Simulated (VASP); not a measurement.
# TaSi2 (C2) in VASP: a series of runs, part 2 of 2

VASP 6.6.1.

**3. Single point, PBE**

Input file INCAR:

```
PREC = Accurate ; ENCUT = 520
EDIFF = 1E-6 ; ISMEAR = 0
SIGMA = 0.15 ; LREAL = Auto
LASPH = True ; NELM = 60
ALGO = Normal ; ISIF = 2
LWAVE = False ; LCHARG = False
GGA = PE ; NBANDS = 72
```

Input file KPOINTS:

```
regular mesh
0
Gamma
  9 9 3
```

Input file POSCAR:

```
TaSi2
1.0
   -4.8057071671      0.0000000000      0.0000000000
   -2.4028535835     -4.1618644899      0.0000000000
   -0.2402853584     -0.4161864490     13.1946946197
Ta Si
6 12
Direct
    0.5000000000      0.9916650000      0.0833500000
    0.5000000000      0.9416650000      0.5833500000
    0.0000000000      0.4749983333      0.2500166667
    0.0000000000      0.4249983333      0.7500166667
    0.5000000000      0.4083316667      0.9166833333
    0.5000000000      0.4583316667      0.4166833333
    0.1589210529      0.6738228943      0.0833500000
    0.1589210529      0.6238228943      0.5833500000
    0.3178421057      0.8160772805      0.2500166667
    0.3178421057      0.7660772805      0.7500166667
    0.1589210529      0.0672527195      0.9166833333
    0.1589210529      0.1172527195      0.4166833333
    0.8410789471      0.3095071057      0.0833500000
    0.8410789471      0.2595071057      0.5833500000
    0.6821578943      0.1339193862      0.2500166667
    0.6821578943      0.0839193862      0.7500166667
    0.8410789471      0.7494106138      0.9166833333
    0.8410789471      0.7994106138      0.4166833333
```

Potentials or basis: VASP PAW PBE potentials, release 64 (Ta_pv, Si).

Launch:

```console
cat potpaw_PBE.64/Ta_pv/POTCAR potpaw_PBE.64/Si/POTCAR > POTCAR
mpirun -np 1 vasp_std > vasp.out
```

OUTCAR:

```text
PREC = Accurate
   ENCUT = 520
   EDIFF = 1E-6
   ISMEAR = 0
   LREAL = Auto
   LASPH = True
   NELM = 60
   ISIF = 2
   GGA = PE

 ion  position               nearest neighbor table
   1  0.500  0.992  0.083-   9 2.62  15 2.62  17 2.65  11 2.67   7 2.74  13 2.74  13 2.74   7 2.74
                            13 2.84   7 2.84   5 2.92   3 3.26   3 3.26
   2  0.500  0.942  0.583-  18 2.62  12 2.62  10 2.62  16 2.62   8 2.74  14 2.74   8 2.74  14 2.74
                            14 2.84   8 2.84   6 3.26   4 3.26   4 3.26   6 3.26
   3  0.000  0.475  0.250-  12 2.62  18 2.62  13 2.62   7 2.62  15 2.74   9 2.74   9 2.74  15 2.74
                            15 2.84   9 2.84   6 3.26   6 3.26   1 3.26   1 3.26
   4  0.000  0.425  0.750-  11 2.62  17 2.62  14 2.62   8 2.62  16 2.74  10 2.74  10 2.74  16 2.74
                            16 2.84  10 2.84   5 3.26   5 3.26   2 3.26   2 3.26
   5  0.500  0.408  0.917-  10 2.62  16 2.62  13 2.65   7 2.67  11 2.74  17 2.74  17 2.74  11 2.74
                            17 2.84  11 2.84   1 2.92   4 3.26   4 3.26
   6  0.500  0.458  0.417-   9 2.62  15 2.62   8 2.62  14 2.62  12 2.74  18 2.74  18 2.74  12 2.74
                            18 2.84  12 2.84   3 3.26   3 3.26   2 3.26   2 3.26
   7  0.159  0.674  0.083-   9 2.57  17 2.61   3 2.62  13 2.65   5 2.67   1 2.74   1 2.74   1 2.84
                            13 2.84  13 2.84  11 2.85
   8  0.159  0.624  0.583-  10 2.57  18 2.57   6 2.62   4 2.62  14 2.65   2 2.74   2 2.74   2 2.84
                            14 2.84  14 2.84
   9  0.318  0.816  0.250-  12 2.57   7 2.57   6 2.62   1 2.62  15 2.65   3 2.74   3 2.74   3 2.84
                            15 2.84  15 2.84
  10  0.318  0.766  0.750-  11 2.57   8 2.57   5 2.62   2 2.62  16 2.65   4 2.74   4 2.74   4 2.84
                            16 2.84  16 2.84
  11  0.159  0.067  0.917-  10 2.57  13 2.61   4 2.62  17 2.65   1 2.67   5 2.74   5 2.74   5 2.84
                            17 2.84  17 2.84   7 2.85
  12  0.159  0.117  0.417-   9 2.57  14 2.57   3 2.62   2 2.62  18 2.65   6 2.74   6 2.74   6 2.84
                            18 2.84  18 2.84
  13  0.841  0.310  0.083-  15 2.57  11 2.61   3 2.62   7 2.65   5 2.65   1 2.74   1 2.74   1 2.84
                             7 2.84   7 2.84  17 3.00
  14  0.841  0.260  0.583-  16 2.57  12 2.57   6 2.62   4 2.62   8 2.65   2 2.74   2 2.74   2 2.84
                             8 2.84   8 2.84
  15  0.682  0.134  0.250-  18 2.57  13 2.57   6 2.62   1 2.62   9 2.65   3 2.74   3 2.74   3 2.84
                             9 2.84   9 2.84
  16  0.682  0.084  0.750-  17 2.57  14 2.57   5 2.62   2 2.62  10 2.65   4 2.74   4 2.74   4 2.84
                            10 2.84  10 2.84
  17  0.841  0.749  0.917-  16 2.57   7 2.61   4 2.62  11 2.65   1 2.65   5 2.74   5 2.74   5 2.84
                            11 2.84  11 2.84  13 3.00
  18  0.841  0.799  0.417-  15 2.57   8 2.57   3 2.62   2 2.62  12 2.65   6 2.74   6 2.74   6 2.84
                            12 2.84  12 2.84

  LATTYP: Found a base centered monoclinic cell.
 ALAT       =     4.8057071671
 B/A-ratio  =     1.7320508076
 C/A-ratio  =     2.7474506490
 COS(beta)  =    -0.0363973781

  Lattice vectors:

 A1 = (   4.8057071671,   0.0000000000,   0.0000000000)
 A2 = (  -2.4028535836,   4.1618644899,   0.0000000000)
 A3 = (  -0.2402853584,  -0.4161864490,  13.1946946197)

Analysis of symmetry for initial positions (statically):
=====================================================================
 Subroutine PRICEL returns:
 Original cell was already a primitive cell.

 Routine SETGRP: Setting up the symmetry group for a
 base centered monoclinic supercell.

 Subroutine GETGRP returns: Found  2 space group operations
 (whereof  1 operations were pure point group operations)
 out of a pool of  4 trial point group operations.

[... 133 lines left out ...]
   dimension x,y,z NGX =    36 NGY =   36 NGZ =   98
   dimension x,y,z NGXF=    72 NGYF=   72 NGZF=  196
   ions per type =               6  12
   NGX,Y,Z   is equivalent  to a cutoff of  12.45, 12.45, 12.34 a.u.
   NGXF,Y,Z  is equivalent  to a cutoff of  24.91, 24.91, 24.68 a.u.
 SYSTEM =  unknown system
   PREC   = accura    normal or accurate (medium, high low for compatibility)
   ISTART =      0    job   : 0-new  1-cont  2-samecut
   ICHARG =      2    charge: 1-file 2-atom 10-const
   ISPIN  =      1    spin polarized calculation?
   LNONCOLLINEAR =      F non collinear calculations
   LSORBIT =      F    spin-orbit coupling
   LASPH  =      T    aspherical Exc in radial PAW
   ENCUT  =  520.0 eV  38.22 Ry    6.18 a.u.   8.94  8.94 24.55*2*pi/ulx,y,z
   NELM   =     60;   NELMIN=  2; NELMDL= -5     # of ELM steps
   EDIFF  = 0.1E-05   stopping-criterion for ELM
   LREAL  =      T    real-space projection
   EDIFFG = 0.1E-04   stopping-criterion for IOM
   NSW    =      0    number of steps for IOM
   IBRION =     -1    ionic relax: 0-MD 1-quasi-New 2-CG
   NFREE  =      0    steps in history (QN), initial steepest desc. (CG)
   ISIF   =      2    stress and relaxation
   ISYM   =      2    0-nonsym 1-usesym 2-fastsym
   POTIM  = 0.5000    time-step for ionic-motion
   TEBEG  =    0.0;   TEEND  =   0.0 temperature during run
   PSTRESS=    0.0 pullay stress
   NELECT =     114.0000    total number of electrons
   NUPDOWN=      -1.0000    fix difference up-down
   EMIN   =  10.00;   EMAX   =-10.00  energy-range for DOS
   EFERMI =   0.00;   METHOD = LEGACY
   ISMEAR =     0;   SIGMA  =   0.15  broadening in eV -4-tet -1-fermi 0-gaus
   EFERMI_NEDOS =   21; number of points for ismear=-14 and -15
   IALGO  =     38    algorithm
   IMIX   =      4    mixing-type and parameters
     AMIX     =   0.40;   BMIX     =  1.00
     AMIX_MAG =   1.60;   BMIX_MAG =  1.00
  volume/ion in A,a.u.               =      14.66        98.94
  Fermi-wavevector in a.u.,A,eV,Ry     =   1.237547  2.338624 20.837619  1.531522
  Thomas-Fermi vector in A             =   2.372109
   LORBIT       =      0    0 simple, 1 ext, 2 COOP (PROOUT), +10 PAW based schemes
   GGA     = PE    functional components
   LHFCALC =     F    Hartree Fock is set to
   AEXX    =    0.0000 exact exchange contribution
   IVDW    =     0    specifies the selected vdW correction
   LEPSILON=     F    determine dielectric tensor
   LRPA    =     F    only Hartree local field effects (RPA)
 non-spin polarized calculation
 Gauss-broadening in eV      SIGMA  =   0.15
  energy-cutoff  :      520.00
  volume of cell :      263.90
 maximum number of plane-waves:      7135
   NGX = 17   NGY = 17   NGZ = 49

 number of electron     114.0000004 magnetization

 Free energy of the ion-electron system (eV)
  ---------------------------------------------------
  ext. energy  EPLUGINS =         0.00000000
  ---------------------------------------------------
  free energy    TOTEN  =      -144.02998554 eV

  energy without entropy =     -143.94548984  energy(sigma->0) =     -143.98773769

 E-fermi :   9.2593     XC(G=0): -12.0155

 val. band max:        9.2515214307   @ k =   0.2222   0.4444   0.3333
 cond. band min:       9.2621395024   @ k =  -0.3333  -0.4444   0.3333
 fundamental gap:      0.0106180717
 Fermi energy:         9.2592655867

 k-point     1 :       0.0000    0.0000    0.0000
  band No.  band energies     occupation
      1     -25.2864      2.00000
      2     -25.2141      2.00000
      3     -25.2080      2.00000
      4     -25.1673      2.00000
      5     -25.1555      2.00000
      6     -25.1394      2.00000
[... 1717 lines left out ...]
     68      11.7821      0.00000
     69      11.9177      0.00000

 [... further k-points ...]

 [bands above 69 left out]

------------------------ aborting loop because EDIFF is reached ----------------------------------------

  FORCE on cell =-STRESS in cart. coord.  units (eV):
  Direction    XX          YY          ZZ          XY          YZ          ZX
  --------------------------------------------------------------------------------------
  -------------------------------------------------------------------------------------
  Total       -0.0961953      0.5393125      1.1468761      0.5503659      5.3318340      3.0783359
  in kB       -0.5840095      3.2742096      6.9627770      3.3413158     32.3699938     18.6888252
  external PRESSURE =       3.2176590 kB  Pullay stress =       0.0000000 kB

 VOLUME and BASIS-vectors are now :
 -----------------------------------------------------------------------------
  energy-cutoff  :      520.00
  volume of cell :      263.90
      direct lattice vectors                 reciprocal lattice vectors
    -4.805707167  0.000000000  0.000000000    -0.208085921  0.120138462 -0.000000000
    -2.402853583 -4.161864490  0.000000000     0.000000000 -0.240276925 -0.007578804
    -0.240285358 -0.416186449 13.194694620     0.000000000  0.000000000  0.075788037

 POSITION                                       TOTAL-FORCE (eV/Angst)
 -----------------------------------------------------------------------------------
     -4.80571     -4.16186      1.09978         0.518807      0.819323      0.100586
     -4.80571     -4.16186      7.69713         0.011868     -0.002920      0.031978
     -1.20143     -2.08093      3.29889         0.058899      0.290170     -0.033804
     -1.20143     -2.08093      9.89624        -0.221845     -0.196093      0.033804
     -3.60428     -2.08093     12.09536        -0.450151     -0.858962     -0.100586
     -3.60428     -2.08093      5.49801         0.008462     -0.008818     -0.031978
[... 10 lines left out ...]
     -6.06297     -3.50046     12.09536        -0.113328     -0.319616      0.052332
     -6.06297     -3.50046      5.49801         0.006493      0.003062      0.044248
 -----------------------------------------------------------------------------------
    total drift:                               -0.000003      0.000005     -0.000000

  FREE ENERGIE OF THE ION-ELECTRON SYSTEM (eV)
  ---------------------------------------------------
  free  energy   TOTEN  =      -144.0299855437 eV

  energy  without entropy=     -143.9454898381  energy(sigma->0) =     -143.98773769
```

It took 22 min on 1 thread of AMD EPYC 9R45 (Zen 5), shared host; peak memory 0.86 GiB.

What came out:

```
Free energy            : -144.0300 eV
Pressure               : 0.3 GPa
Largest force          : 0.975 eV/Å
Band gap on the k mesh : zero (bands 57 and 58 overlap by 0.54 eV)
```

Forces on the atoms (eV/Å):
```
Ta   0.519  0.819  0.101
Ta   0.012 -0.003  0.032
Ta   0.059  0.290 -0.034
Ta  -0.222 -0.196  0.034
Ta  -0.450 -0.859 -0.101
Ta   0.008 -0.009 -0.032
Si   0.233  0.460  0.013
Si   0.005  0.008 -0.018
Si  -0.033  0.047  0.122
Si  -0.057  0.005 -0.122
Si  -0.282 -0.431 -0.013
Si  -0.005 -0.009  0.018
Si   0.220  0.258 -0.052
Si   0.001 -0.007 -0.044
Si   0.073  0.012 -0.011
Si   0.026 -0.069  0.011
Si  -0.113 -0.320  0.052
Si   0.006  0.003  0.044
```

Caveat: spin-orbit coupling is left out, which moves the levels of the heavy elements.
